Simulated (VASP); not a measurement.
# TlBr (Pm-3m) in VASP: further runs

TlBr is run at these levels: PBE, LDA, HSE06, PBE-based screened hybrid; tasks: single point.

Program: VASP 6.6.1. These are calculated values, not measurements. Logs are shortened: lines on timing, memory, paths and dates and some standing lists are left out, and cuts for length are marked.

## Step 1: The cell of the first run

Symmetry: Pm-3m, No. 221, cubic system. Conventional cell: a = 3.995 Å, b = 3.995 Å, c = 3.995 Å, α = 90.00°, β = 90.00°, γ = 90.00°. Tl (site symmetry m-3m) has 8 Br at 3.46 Å and 6 Tl at 3.99 Å within 4.5 Å. Br (site symmetry m-3m) has 8 Tl at 3.46 Å and 6 Br at 3.99 Å within 4.5 Å.

## Step 2: Single point, PBE

Contents of INCAR:

```
SYSTEM = TlBr
PREC = Accurate ; ENCUT = 500
EDIFF = 1E-6 ; ISMEAR = 0
SIGMA = 0.01 ; LREAL = .False.
LASPH = .True. ; NELM = 120
ALGO = Normal ; ISIF = 2
LWAVE = .False. ; LCHARG = .False.
GGA = PE ; NBANDS = 17
GGA_COMPAT = .False.
```

Contents of KPOINTS:

```
regular mesh
0
Gamma
  4 4 4
  0 0 0
```

Contents of POSCAR:

```
TlBr
1.0
    3.9949064678      0.0000000000      0.0000000000
    0.0000000000      3.9949064678      0.0000000000
    0.0000000000      0.0000000000      3.9949064678
Tl Br
1 1
Direct
    0.0000000000      0.0000000000      0.0000000000
    0.5000000000      0.5000000000      0.5000000000
```

Potentials or basis: VASP PAW PBE potentials, release 64 (Tl_d, Br).

Started as:

```sh
> cat potpaw_PBE.64/Tl_d/POTCAR potpaw_PBE.64/Br/POTCAR > POTCAR
> mpirun -np 1 vasp_std > vasp.out
```

OUTCAR:

```text
SYSTEM = TlBr
   PREC = Accurate
   ENCUT = 500
   EDIFF = 1E-6
   ISMEAR = 0
   LREAL = .False.
   LASPH = .True.
   NELM = 120
   ISIF = 2
   GGA = PE

 ion  position               nearest neighbor table
   1  0.000  0.000  0.000-   2 3.46   2 3.46   2 3.46   2 3.46   2 3.46   2 3.46   2 3.46   2 3.46

   2  0.500  0.500  0.500-   1 3.46   1 3.46   1 3.46   1 3.46   1 3.46   1 3.46   1 3.46   1 3.46

  LATTYP: Found a simple cubic cell.
 ALAT       =     3.9949064678

  Lattice vectors:

 A1 = (   3.9949064678,   0.0000000000,   0.0000000000)
 A2 = (   0.0000000000,   3.9949064678,   0.0000000000)
 A3 = (   0.0000000000,   0.0000000000,   3.9949064678)

Analysis of symmetry for initial positions (statically):
=====================================================================
 Subroutine PRICEL returns:
 Original cell was already a primitive cell.

 Routine SETGRP: Setting up the symmetry group for a
 simple cubic supercell.

 Subroutine GETGRP returns: Found 48 space group operations
 (whereof 48 operations were pure point group operations)
 out of a pool of 48 trial point group operations.

The static configuration has the point symmetry O_h .

Analysis of symmetry for dynamics (positions and initial velocities):
=====================================================================
 Subroutine PRICEL returns:
 Original cell was already a primitive cell.

 Routine SETGRP: Setting up the symmetry group for a
 simple cubic supercell.

 Subroutine GETGRP returns: Found 48 space group operations
 (whereof 48 operations were pure point group operations)
 out of a pool of 48 trial point group operations.

The dynamic configuration has the point symmetry O_h .

 Subroutine INISYM returns: Found 48 space group operations
 (whereof 48 operations are pure point group operations),
 and found     1 'primitive' translations

----------------------------------------------------------------------------------------

                                     Primitive cell

  volume of cell :      63.7558

  direct lattice vectors                    reciprocal lattice vectors
     3.994906468  0.000000000  0.000000000     0.250318752  0.000000000  0.000000000
     0.000000000  3.994906468  0.000000000     0.000000000  0.250318752  0.000000000
     0.000000000  0.000000000  3.994906468     0.000000000  0.000000000  0.250318752

  length of vectors
     3.994906468  3.994906468  3.994906468     0.250318752  0.250318752  0.250318752

  position of ions in fractional coordinates (direct lattice)
     0.000000000  0.000000000  0.000000000
     0.500000000  0.500000000  0.500000000

  ion indices of the primitive-cell ions
   primitive index   ion index
                 1           1
                 2           2

----------------------------------------------------------------------------------------

 KPOINTS: regular mesh

Automatic generation of k-mesh.
 Grid dimensions read from file:
 generate k-points for:    4    4    4

 Generating k-lattice:

  Cartesian coordinates                     Fractional coordinates (reciprocal lattice)
     0.062579688  0.000000000  0.000000000     0.250000000  0.000000000  0.000000000
     0.000000000  0.062579688  0.000000000     0.000000000  0.250000000  0.000000000
     0.000000000  0.000000000  0.062579688     0.000000000  0.000000000  0.250000000

  Length of vectors
     0.062579688  0.062579688  0.062579688

  Shift w.r.t. Gamma in fractional coordinates (k-lattice)
     0.000000000  0.000000000  0.000000000

 Subroutine IBZKPT returns following result:
 ===========================================

 Found     10 irreducible k-points:

 Following reciprocal coordinates:
            Coordinates               Weight
  0.000000  0.000000  0.000000      1.000000
  0.250000  0.000000  0.000000      6.000000
  0.500000  0.000000  0.000000      3.000000
  0.250000  0.250000  0.000000     12.000000
  0.500000  0.250000  0.000000     12.000000
  0.500000  0.500000  0.000000      3.000000
  0.250000  0.250000  0.250000      8.000000
  0.500000  0.250000  0.250000     12.000000
  0.500000  0.500000  0.250000      6.000000
  0.500000  0.500000  0.500000      1.000000
   k-points           NKPTS =     10   k-points in BZ     NKDIM =     10   number of bands    NBANDS=     17
   number of dos      NEDOS =    301   number of ions     NIONS =      2
   total plane-waves  NPLWV =  27000
   dimension x,y,z NGX =    30 NGY =   30 NGZ =   30
   dimension x,y,z NGXF=    60 NGYF=   60 NGZF=   60
   ions per type =               1   1
   NGX,Y,Z   is equivalent  to a cutoff of  12.48, 12.48, 12.48 a.u.
   NGXF,Y,Z  is equivalent  to a cutoff of  24.97, 24.97, 24.97 a.u.
 SYSTEM =  TlBr
   PREC   = accura    normal or accurate (medium, high low for compatibility)
   ISTART =      0    job   : 0-new  1-cont  2-samecut
   ICHARG =      2    charge: 1-file 2-atom 10-const
   ISPIN  =      1    spin polarized calculation?
   LNONCOLLINEAR =      F non collinear calculations
   LSORBIT =      F    spin-orbit coupling
   LASPH  =      T    aspherical Exc in radial PAW
   ENCUT  =  500.0 eV  36.75 Ry    6.06 a.u.   7.28  7.28  7.28*2*pi/ulx,y,z
   NELM   =    120;   NELMIN=  2; NELMDL= -5     # of ELM steps
   EDIFF  = 0.1E-05   stopping-criterion for ELM
   LREAL  =      F    real-space projection
   EDIFFG = 0.1E-04   stopping-criterion for IOM
   NSW    =      0    number of steps for IOM
   IBRION =     -1    ionic relax: 0-MD 1-quasi-New 2-CG
   NFREE  =      0    steps in history (QN), initial steepest desc. (CG)
   ISIF   =      2    stress and relaxation
   ISYM   =      2    0-nonsym 1-usesym 2-fastsym
   POTIM  = 0.5000    time-step for ionic-motion
   TEBEG  =    0.0;   TEEND  =   0.0 temperature during run
   PSTRESS=    0.0 pullay stress
   NELECT =      20.0000    total number of electrons
   NUPDOWN=      -1.0000    fix difference up-down
   EMIN   =  10.00;   EMAX   =-10.00  energy-range for DOS
   EFERMI =   0.00;   METHOD = LEGACY
   ISMEAR =     0;   SIGMA  =   0.01  broadening in eV -4-tet -1-fermi 0-gaus
   EFERMI_NEDOS =   21; number of points for ismear=-14 and -15
   IALGO  =     38    algorithm
   IMIX   =      4    mixing-type and parameters
     AMIX     =   0.40;   BMIX     =  1.00
     AMIX_MAG =   1.60;   BMIX_MAG =  1.00
  volume/ion in A,a.u.               =      31.88       215.12
  Fermi-wavevector in a.u.,A,eV,Ry     =   1.112359  2.102053 16.835060  1.237342
  Thomas-Fermi vector in A             =   2.248932
   LORBIT       =      0    0 simple, 1 ext, 2 COOP (PROOUT), +10 PAW based schemes
   GGA     = PE    functional components
   LHFCALC =     F    Hartree Fock is set to
   AEXX    =    0.0000 exact exchange contribution
   IVDW    =     0    specifies the selected vdW correction
   LEPSILON=     F    determine dielectric tensor
   LRPA    =     F    only Hartree local field effects (RPA)
 non-spin polarized calculation
 Gauss-broadening in eV      SIGMA  =   0.01
  energy-cutoff  :      500.00
  volume of cell :       63.76
 maximum number of plane-waves:      1647
 NGX is ok and might be reduce to    30
   NGX = 15   NGY = 15   NGZ = 15

 number of electron      20.0000006 magnetization

 Free energy of the ion-electron system (eV)
  ---------------------------------------------------
  ext. energy  EPLUGINS =         0.00000000
  ---------------------------------------------------
  free energy    TOTEN  =        -5.52609935 eV

  energy without entropy =       -5.52609935  energy(sigma->0) =       -5.52609935

 E-fermi :   2.3397     XC(G=0):  -8.9135

 val. band max:        2.2690564746   @ k =   0.5000   0.0000   0.0000
 cond. band min:       4.1538041855   @ k =   0.5000   0.0000   0.0000
 fundamental gap:      1.8847477109
 Fermi energy:         2.3396784195

 k-point     1 :       0.0000    0.0000    0.0000
  band No.  band energies     occupation
      1     -11.3911      2.00000
      2      -7.8248      2.00000
      3      -7.8248      2.00000
      4      -7.6538      2.00000
      5      -7.6538      2.00000
      6      -7.6538      2.00000
[... 9 lines left out ...]
     16      13.3217      0.00000
     17      15.6941      0.00000

 k-point     2 :       0.2500    0.0000    0.0000
  band No.  band energies     occupation
      1     -11.2804      2.00000
      2      -7.8199      2.00000
      3      -7.7616      2.00000
      4      -7.6828      2.00000
      5      -7.6828      2.00000
      6      -7.6512      2.00000
[... 9 lines left out ...]
     16      14.3358      0.00000
     17      15.4658      0.00000

 k-point     3 :       0.5000    0.0000    0.0000
  band No.  band energies     occupation
      1     -11.1625      2.00000
      2      -7.8150      2.00000
      3      -7.7114      2.00000
      4      -7.7114      2.00000
      5      -7.7016      2.00000
      6      -7.6487      2.00000
[... 9 lines left out ...]
     16      15.3985      0.00000
     17      15.7950      0.00000

 k-point     4 :       0.2500    0.2500    0.0000
  band No.  band energies     occupation
      1     -11.1960      2.00000
      2      -7.7880      2.00000
      3      -7.7207      2.00000
      4      -7.6870      2.00000
      5      -7.6804      2.00000
      6      -7.6746      2.00000
[... 9 lines left out ...]
     16      13.1569      0.00000
     17      13.6427      0.00000

 k-point     5 :       0.5000    0.2500    0.0000
  band No.  band energies     occupation
      1     -11.1081      2.00000
      2      -7.7760      2.00000
      3      -7.7035      2.00000
      4      -7.6874      2.00000
      5      -7.6722      2.00000
      6      -7.6613      2.00000
[... 9 lines left out ...]
     16      13.7182      0.00000
     17      14.3506      0.00000

 k-point     6 :       0.5000    0.5000    0.0000
  band No.  band energies     occupation
      1     -11.0528      2.00000
      2      -7.7544      2.00000
      3      -7.6955      2.00000
      4      -7.6955      2.00000
      5      -7.6579      2.00000
      6      -7.6048      2.00000
[... 9 lines left out ...]
     16      12.7817      0.00000
     17      12.7817      0.00000

 k-point     7 :       0.2500    0.2500    0.2500
  band No.  band energies     occupation
      1     -11.1184      2.00000
      2      -7.7204      2.00000
      3      -7.7204      2.00000
      4      -7.7069      2.00000
      5      -7.7069      2.00000
      6      -7.6651      2.00000
[... 9 lines left out ...]
     16      13.3781      0.00000
     17      15.8044      0.00000

 k-point     8 :       0.5000    0.2500    0.2500
  band No.  band energies     occupation
      1     -11.0378      2.00000
      2      -7.7462      2.00000
      3      -7.7124      2.00000
      4      -7.7069      2.00000
      5      -7.6770      2.00000
      6      -7.6460      2.00000
[... 9 lines left out ...]
     16      13.2484      0.00000
     17      16.6488      0.00000

 k-point     9 :       0.5000    0.5000    0.2500
  band No.  band energies     occupation
      1     -10.9648      2.00000
      2      -7.7395      2.00000
      3      -7.7395      2.00000
      4      -7.7169      2.00000
      5      -7.6781      2.00000
      6      -7.6033      2.00000
[... 9 lines left out ...]
     16      14.0420      0.00000
     17      16.8119      0.00000

 k-point    10 :       0.5000    0.5000    0.5000
  band No.  band energies     occupation
      1     -10.8713      2.00000
      2      -7.7823      2.00000
      3      -7.7823      2.00000
      4      -7.7823      2.00000
      5      -7.6019      2.00000
      6      -7.6019      2.00000
[... 9 lines left out ...]
     16      15.0287      0.00000
     17      18.4206      0.00000

------------------------ aborting loop because EDIFF is reached ----------------------------------------

  FORCE on cell =-STRESS in cart. coord.  units (eV):
  Direction    XX          YY          ZZ          XY          YZ          ZX
  --------------------------------------------------------------------------------------
  -------------------------------------------------------------------------------------
  Total        0.4119473      0.4119473      0.4119473      0.0000000      0.0000000     -0.0000000
  in kB       10.3521948     10.3521948     10.3521948      0.0000000      0.0000000     -0.0000000
  external PRESSURE =      10.3521948 kB  Pullay stress =       0.0000000 kB

 VOLUME and BASIS-vectors are now :
 -----------------------------------------------------------------------------
  energy-cutoff  :      500.00
  volume of cell :       63.76
      direct lattice vectors                 reciprocal lattice vectors
     3.994906468  0.000000000  0.000000000     0.250318752  0.000000000  0.000000000
     0.000000000  3.994906468  0.000000000     0.000000000  0.250318752  0.000000000
     0.000000000  0.000000000  3.994906468     0.000000000  0.000000000  0.250318752

 POSITION                                       TOTAL-FORCE (eV/Angst)
 -----------------------------------------------------------------------------------
      0.00000      0.00000      0.00000         0.000000      0.000000      0.000000
      1.99745      1.99745      1.99745         0.000000      0.000000      0.000000
 -----------------------------------------------------------------------------------
    total drift:                                0.000000     -0.000000     -0.000000

  FREE ENERGIE OF THE ION-ELECTRON SYSTEM (eV)
  ---------------------------------------------------
  free  energy   TOTEN  =        -5.5260993462 eV

  energy  without entropy=       -5.5260993462  energy(sigma->0) =       -5.52609935
```

Wall time 4.8 s (1 thread of Intel Xeon 6975P-C (Granite Rapids), shared host); peak memory 0.16 GiB.

Results:

- Free energy: -5.5261 eV
- Pressure: 1.0 GPa
- Band gap on the k mesh: 1.88 eV, direct

Levels at points of the mesh, in eV from the valence-band top:
```tsv
k point	band 6	band 7	band 8	band 9	band 10	band 11	band 12	band 13	band 14	band 15
(0.00, 0.00, 0.00)	-9.92	-4.63	-1.25	-1.25	-1.25	7.04	7.04	7.18	7.18	7.18
(0.50, 0.00, 0.00)	-9.92	-5.47	-0.76	-0.76	0.00	1.88	5.76	5.76	8.05	10.40
(0.50, 0.50, 0.00)	-9.87	-3.74	-2.85	-2.85	-0.68	4.86	4.86	7.34	7.70	10.30
(0.50, 0.50, 0.50)	-9.87	-2.77	-1.86	-1.86	-1.86	2.18	2.18	2.18	12.76	12.76
```

Caveat: spin-orbit coupling is left out, which moves the levels of the heavy elements.

## Step 3: Single point, LDA

Contents of INCAR:

```
SYSTEM = TlBr
PREC = Accurate
ENCUT = 500
EDIFF = 1E-6
ISMEAR = 0
SIGMA = 0.01
LREAL = .False.
LASPH = .True.
NELM = 120
ALGO = Normal
ISIF = 2
LWAVE = .False.
LCHARG = .False.
NBANDS = 17
GGA_COMPAT = .False.
```

KPOINTS is that of step 2.

POSCAR is that of step 2.

Potentials or basis: VASP PAW LDA potentials, release 64 (Tl_d, Br).

Started as:

```sh
> cat potpaw_LDA.64/Tl_d/POTCAR potpaw_LDA.64/Br/POTCAR > POTCAR
> mpirun -np 1 vasp_std > vasp.out
```

Run time: 3.7 s. Hardware: 1 thread of Intel Xeon 6975P-C (Granite Rapids), shared host; peak memory 0.14 GiB.

It converged, with:

```yaml
Free_energy: -6.4720 eV
Pressure: -2.8 GPa
Band_gap_on_the_k_mesh: 1.67 eV, direct
```

Levels at points of the mesh, in eV from the valence-band top:
```
           k point  band 8  band 9  band 10  band 11  band 12  band 13
(0.00, 0.00, 0.00)   -1.26   -1.26    -1.26     6.87     6.87     7.03
(0.50, 0.00, 0.00)   -0.75   -0.75     0.00     1.67     5.60     5.60
(0.50, 0.50, 0.00)   -2.91   -2.91    -0.66     4.71     4.71     7.18
(0.50, 0.50, 0.50)   -1.87   -1.87    -1.87     1.99     1.99     1.99
```

Caveat: spin-orbit coupling is left out, which moves the levels of the heavy elements.

## Step 4: Single point, HSE06

POSCAR is that of step 3.

Contents of INCAR.step1:

```
PREC = Accurate ; ENCUT = 400
EDIFF = 1E-5 ; ISMEAR = 0
SIGMA = 0.01 ; LREAL = F
LASPH = T ; NELM = 120
ALGO = Normal ; ISIF = 2
LWAVE = T ; NBANDS = 17
GGA = PE ; GGA_COMPAT = F
```

Contents of INCAR.step2:

```
PREC = Accurate ; ENCUT = 400
EDIFF = 1E-6 ; ISMEAR = 0
SIGMA = 0.01 ; LREAL = F
LASPH = T ; NELM = 120
ALGO = Normal ; ISIF = 2
LWAVE = F ; LCHARG = T
GGA = PE ; LHFCALC = T
HFSCREEN = 0.2079 ; PRECFOCK = Normal
LELF = T ; LVHAR = T
NBANDS = 17 ; ISTART = 1
GGA_COMPAT = F
```

Contents of KPOINTS:

```
Automatic mesh
0
Gamma
  4 4 4
```

Potentials or basis: VASP PAW PBE potentials, release 64 (Tl_d, Br).

Started as:

```sh
> cat potpaw_PBE.64/Tl_d/POTCAR potpaw_PBE.64/Br/POTCAR > POTCAR
> cp INCAR.step1 INCAR
> mpirun -np 1 vasp_std > vasp.out
> cp INCAR.step2 INCAR
> mpirun -np 1 vasp_std > vasp.out
```

It took 2.8 min on 1 thread of Intel Xeon 6975P-C (Granite Rapids), shared host; peak memory 0.26 GiB.

It converged, with:

| Property | Result |
| --- | --- |
| Free energy | -6.5819 eV |
| Pressure | 0.6 GPa |
| Band gap on the k mesh | 2.59 eV, direct |

Levels at points of the mesh, in eV from the valence-band top:
| k point | band 6 | band 7 | band 8 | band 9 | band 10 | band 11 | band 12 | band 13 | band 14 | band 15 |
| --- | --- | --- | --- | --- | --- | --- | --- | --- | --- | --- |
| (0.00, 0.00, 0.00) | -11.25 | -4.79 | -1.55 | -1.55 | -1.55 | 7.87 | 7.87 | 8.26 | 8.26 | 8.26 |
| (0.50, 0.00, 0.00) | -11.24 | -5.92 | -1.04 | -1.04 | 0.00 | 2.59 | 6.70 | 6.70 | 8.94 | 11.34 |
| (0.50, 0.50, 0.00) | -11.19 | -3.82 | -3.25 | -3.25 | -0.94 | 5.73 | 5.73 | 8.45 | 8.59 | 11.33 |
| (0.50, 0.50, 0.50) | -11.19 | -2.73 | -2.24 | -2.24 | -2.24 | 2.88 | 2.88 | 2.88 | 13.93 | 13.93 |

Caveat: the PAW data sets were made with another functional, which shifts forces and pressure a little; spin-orbit coupling is left out, which moves the levels of the heavy elements.

## Step 5: Single point, PBE-based screened hybrid

POSCAR is that of step 4.

Contents of INCAR.step1:

```
PREC = Accurate ; ENCUT = 400
EDIFF = 1E-5 ; ISMEAR = 0
SIGMA = 0.01 ; LREAL = False
LASPH = True ; NELM = 120
ALGO = Normal ; ISIF = 2
LWAVE = True ; NBANDS = 17
GGA = PE ; GGA_COMPAT = False
```

Contents of INCAR.step2:

```
PREC = Accurate ; ENCUT = 400
EDIFF = 1E-6 ; ISMEAR = 0
SIGMA = 0.01 ; LREAL = False
LASPH = True ; NELM = 120
ALGO = Normal ; ISIF = 2
LWAVE = False ; LCHARG = True
GGA = PE ; LHFCALC = True
AEXX = 0.2 ; HFSCREEN = 0.1
PRECFOCK = Normal ; LELF = True
LVHAR = True ; NBANDS = 17
ISTART = 1 ; GGA_COMPAT = False
```

KPOINTS is that of step 4.

Started as:

```sh
> cat potpaw_PBE.64/Tl_d/POTCAR potpaw_PBE.64/Br/POTCAR > POTCAR
> cp INCAR.step1 INCAR
> mpirun -np 1 vasp_std > vasp.out
> cp INCAR.step2 INCAR
> mpirun -np 1 vasp_std > vasp.out
```

Wall time 2.9 min (1 thread of Intel Xeon 6975P-C (Granite Rapids), shared host); peak memory 0.26 GiB.

Results (log left out):

```
Free energy            : -6.6151 eV
Pressure               : 0.6 GPa
Band gap on the k mesh : 2.68 eV, direct
```

Levels at points of the mesh, in eV from the valence-band top:
```
           k point  band 7  band 8  band 9  band 10  band 11  band 12  band 13  band 14
(0.00, 0.00, 0.00)   -4.81   -1.52   -1.52    -1.52     7.96     7.96     8.33     8.33
(0.50, 0.00, 0.00)   -5.89   -1.00   -1.00     0.00     2.68     6.78     6.78     9.02
(0.50, 0.50, 0.00)   -3.84   -3.21   -3.21    -0.91     5.83     5.83     8.51     8.68
(0.50, 0.50, 0.50)   -2.76   -2.19   -2.19    -2.19     2.98     2.98     2.98    13.97
```

Caveat: the PAW data sets were made with another functional, which shifts forces and pressure a little; spin-orbit coupling is left out, which moves the levels of the heavy elements.

## Step 6: The runs side by side

```tsv
level	potentials or basis	cutoff (eV)	grid for exact exchange (PRECFOCK)	screening parameter	share of exact exchange	gap on the mesh (eV)	pressure (GPa)
PBE	VASP PAW PBE potentials, release 64 (Tl_d, Br)	500	-	-	-	1.88	1.0
LDA	VASP PAW LDA potentials, release 64 (Tl_d, Br)	500	-	-	-	1.67	-2.8
HSE06	VASP PAW PBE potentials, release 64 (Tl_d, Br)	400	Normal	0.2079 1/Å	-	2.59	0.6
PBE-based screened hybrid	VASP PAW PBE potentials, release 64 (Tl_d, Br)	400	Normal	0.1 1/Å	0.2	2.68	0.6
```

Alike in all rows: task single point; no spin polarisation; cell as given; k mesh 4 × 4 × 4; smearing gaussian 0.01 eV.

Caveats: spin-orbit coupling is left out, which moves the levels of the heavy elements; the PAW data sets were made with another functional, which shifts forces and pressure a little (some runs).

Total energies depend on the potentials used, so only differences within one code and one set of settings carry meaning.
